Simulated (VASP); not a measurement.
Set up this calculation in VASP 6.6.1, as the native input.

- Task: single point
- Functional: PBEsol
- Potentials or basis: VASP PAW PBE potentials, release 64 (Al, N)
- Cutoff: 520 eV
- k mesh: 1 × 1 × 1, shifted
- Occupations: fermi-dirac, width 0.05 eV
- Spin: collinear spin
- Dipole correction: no
- Further INCAR settings: LREAL = Auto; ALGO = Normal; EDIFF = 1e-06; NBANDS = 166; ISYM = -1

The structure of Al32N31 (a cell with a defect) lies in POSCAR:

```
Al32N31
1.0
    8.7554440000      0.0000000000      0.0000000000
    0.0000000000      8.7554440000      0.0000000000
    0.0000000000      0.0000000000      8.7554440000
Al N
32 31
Direct
    0.9990770000      0.0001370000      0.9998000000
    0.9998720000      0.0015960000      0.4991460000
    0.9998850000      0.4994810000      0.0012720000
    0.9997690000      0.5002570000      0.4998510000
    0.5001470000      0.9985010000      0.9981870000
    0.5003130000      0.9999040000      0.5002680000
    0.5002720000      0.5006570000      0.9995530000
    0.4906850000      0.5041920000      0.5038150000
    0.2502960000      0.2496710000      0.9997320000
    0.2493400000      0.2484300000      0.4990470000
    0.2497270000      0.7505620000      0.0007780000
    0.2498940000      0.7496610000      0.4996230000
    0.7495040000      0.2513420000      0.9986160000
    0.7487090000      0.2506400000      0.5003850000
    0.7491680000      0.7494520000      0.9994970000
    0.7572450000      0.7461020000      0.5057470000
    0.2503200000      0.0000810000      0.2492890000
    0.2497390000      0.0011200000      0.7501620000
    0.2493030000      0.4993860000      0.2480410000
    0.2499180000      0.4999980000      0.7492510000
    0.7494910000      0.9989370000      0.2509850000
    0.7491720000      0.9998370000      0.7490920000
    0.7487510000      0.5007730000      0.2502650000
    0.7572720000      0.5061240000      0.7457900000
    0.9989760000      0.2498800000      0.2495060000
    0.9997170000      0.2488680000      0.7502940000
    0.9997340000      0.7506970000      0.2485170000
    0.9993170000      0.7499260000      0.7494920000
    0.4998270000      0.2511920000      0.2508510000
    0.5001080000      0.2504560000      0.7489860000
    0.5001140000      0.7493140000      0.2500860000
    0.4937730000      0.7439830000      0.7436970000
    0.1247500000      0.1251780000      0.1248010000
    0.1247640000      0.1252110000      0.6247000000
    0.1247690000      0.6250540000      0.1248200000
    0.1248440000      0.6252550000      0.6248740000
    0.6244980000      0.1251340000      0.1247730000
    0.6248070000      0.1252530000      0.6249080000
    0.6248090000      0.6252700000      0.1249110000
    0.3759920000      0.3747790000      0.1243110000
    0.3725300000      0.3716890000      0.6256240000
    0.3761460000      0.8754170000      0.1251110000
    0.3736480000      0.8773210000      0.6236480000
    0.8734330000      0.3750220000      0.1255020000
    0.8760260000      0.3731770000      0.6239050000
    0.8735680000      0.8756220000      0.1245170000
    0.8771090000      0.8788140000      0.6259190000
    0.3759630000      0.1246620000      0.3744330000
    0.3761310000      0.1254540000      0.8750690000
    0.3724370000      0.6259570000      0.3712890000
    0.3735960000      0.6240090000      0.8769840000
    0.8734520000      0.1258890000      0.3746580000
    0.8735750000      0.1248950000      0.8752550000
    0.8760910000      0.6243040000      0.3727900000
    0.8771530000      0.6262920000      0.8784680000
    0.1250550000      0.3747170000      0.3743620000
    0.1244830000      0.3747360000      0.8753320000
    0.1244790000      0.8757340000      0.3743930000
    0.1252630000      0.8756140000      0.8752150000
    0.6225850000      0.3799070000      0.3795450000
    0.6264770000      0.3801000000      0.8701590000
    0.6264670000      0.8705210000      0.3797110000
    0.6230880000      0.8702850000      0.8699420000
```

One way to write it, as run:

INCAR

```
SYSTEM = Al32N31
PREC = Accurate
ENCUT = 520
EDIFF = 1E-6
ISMEAR = -1
SIGMA = 0.05
LREAL = Auto
LASPH = .True.
NELM = 200
ALGO = Normal
ISIF = 2
LWAVE = .False.
LCHARG = .True.
ISPIN = 2
MAGMOM = 0 0 0 0 0 0 0 0.25 0 0 0 0 0 0 0 0.25 0 0 0 0 0 0 0 0.25 0 0 0 0 0 0 0 0.25 0 0 0 0 0 0 0 0 0 0 0 0 0 0 0 0 0 0 0 0 0 0 0 0 0 0 0 0 0 0 0
LORBIT = 11
GGA = PS
LELF = .True.
LVHAR = .True.
ISYM = -1
NBANDS = 166
GGA_COMPAT = .False.
```

KPOINTS

```
explicit points
1
Reciprocal
  0.25000000   0.25000000   0.25000000 1
```

Potentials or basis: VASP PAW PBE potentials, release 64 (Al, N).

Command:

```bash
$ cat potpaw_PBE.64/Al/POTCAR potpaw_PBE.64/N/POTCAR > POTCAR
$ mpirun -np 1 vasp_std > vasp.out
```

Results of the run:

- Pressure: -0.2 GPa
- Largest force: 0.032 eV/Å
- Net moment: 1.00 μB per cell
- Site moments: Al +0.00, +0.05, -0.00, +0.03, +0.02 (each value once); N -0.00, +0.00, +0.02 (each value once) μB
- Valence electrons inside the program's atomic spheres: Al 0.81, 0.82, 0.80, 0.79, 0.78 (each value once); N 3.84, 3.82, 3.85, 3.83, 3.81 (each value once)

Caveat: the PAW data sets were made with another functional, which shifts forces and pressure a little.

It took 5.4 min on 1 thread of Intel(R) Xeon(R) 6975P-C (Granite Rapids), on a shared host, peak memory 0.97 GiB.
